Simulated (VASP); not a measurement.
Input of a VASP 6.6.1 run:

The input INCAR:

```
  PREC = Accurate
  ENCUT = 600
  EDIFF = 1E-6
  ISMEAR = 0
  SIGMA = 0.1
  LREAL = F
  LASPH = T
  NELM = 60
  ALGO = Normal
  ISIF = 4
  LWAVE = F
  LCHARG = F
  GGA = PS
  IBRION = 2
  NSW = 50
  EDIFFG = -0.01
```

The input KPOINTS:

```
regular mesh
0
Gamma
  12 12 8
```

Contents of POSCAR:

```
TiSe
1.0
    3.2805888143      0.0000000000      0.0000000000
   -1.6402944072      2.8410732525      0.0000000000
    0.0000000000      0.0000000000      6.6515251464
Ti Se
2 2
Direct
    0.0000000000      0.0000000000      0.0000000000
    0.0000000000      0.0000000000      0.5000000000
    0.3333333333      0.6666666667      0.2500000000
    0.6666666667      0.3333333333      0.7500000000
```

Potentials or basis: VASP PAW PBE potentials, release 64 (Ti_sv, Se).

Command:

```console
$ cat potpaw_PBE.64/Ti_sv/POTCAR potpaw_PBE.64/Se/POTCAR > POTCAR
$ mpirun -np 1 vasp_std > vasp.out
```

Q: What does it give for the band gap on the k mesh?

A: Zero (bands 18 and 19 overlap by 0.51 eV).

Final structure:
```
Ti Se
1.0
     3.27159    0.00000    0.00000
    -1.63579    2.83328    0.00000
     0.00000    0.00000    6.68818
Ti Se
2 2
Direct
  0.00000 0.00000 0.00000
  0.00000 0.00000 0.50000
  0.33333 0.66667 0.25000
  0.66667 0.33333 0.75000
```
